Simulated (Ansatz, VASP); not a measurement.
**CdS: VASP beside Ansatz**

The input INCAR:

```
SYSTEM = CdS
PREC = Accurate ; ENCUT = 520
EDIFF = 1E-7 ; ISMEAR = -1
SIGMA = 0.05 ; LREAL = .FALSE.
LASPH = .TRUE. ; NELM = 60
ALGO = Normal ; ISIF = 2
LWAVE = .FALSE. ; LCHARG = .TRUE.
GGA = PS ; LELF = .TRUE.
LVHAR = .TRUE. ; NBANDS = 16
```

Contents of KPOINTS:

```
regular mesh
0
G
  7 7 5
  0 0 0
```

The input POSCAR:

```
CdS
1.0
    4.3172440391      0.0000000000      0.0000000000
   -2.1586220196      3.7388430122      0.0000000000
    0.0000000000      0.0000000000      5.8805523956
Cd S
1 1
Direct
    0.0000000000      0.0000000000      0.4426919200
    0.6666666667      0.3333333333      0.4343080800
```

The input input.yaml:

```yaml
crystal:
  lattice:
    - [4.3172440391, 0.0, 0.0]
    - [-2.1586220196, 3.7388430122, 0.0]
    - [0.0, 0.0, 5.8805523956]
  atoms:
    - { symbol: Cd, position: [0.0, 0.0, 0.44269192] }
    - { symbol: S, position: [0.6666666667, 0.3333333333, 0.43430808] }
kpoints:
  mp_grid: { grid: [7, 7, 5] }
scf:
  occupations: { method: fermi_dirac, width: 0.05 }
hamiltonian:
  xc: pbesol
  pseudopotentials: { kind: all_electron, lapw: { basis_error: 0.001 } }
output:
  forces: true
  stress: true
  eigenvalues: true
```

Change from the starting cell: volume scaled by 1.04.

Alike in both runs: task single point; functional PBEsol; k mesh 7 × 7 × 5; occupations fermi-dirac, width 0.05 eV; no spin polarisation.

```csv
,VASP,Ansatz
version,VASP 6.6.1,Ansatz 0.2.0
potentials or method,"VASP PAW PBE potentials, release 64 (Cd, S), cutoff 520 eV","all-electron LAPW, scalar-relativistic"
```

VASP gave:

```
gap on the k mesh at the Fermi level (eV)                     : 1.32
least direct gap on the mesh (eV)                             : 1.35
pressure (GPa)                                                : -2.2
traceless stress, the component that is largest in VASP (GPa) : 2.20
rms of the force components (eV/Å)                            : 0.013
```

**Question.** Which values does Ansatz return?

**Answer.** gap on the k mesh at the Fermi level (eV): 1.32; least direct gap on the mesh (eV): 1.35; pressure (GPa): -2.4; traceless stress, the component that is largest in VASP (GPa): 2.36; rms of the force components (eV/Å): 0.015.

VASP's potentials were made for PBE, not for PBEsol. Atom by atom the forces differ by 0.001 eV/Å (rms over components). Ansatz ran all-electron here, and VASP with PAW potentials.
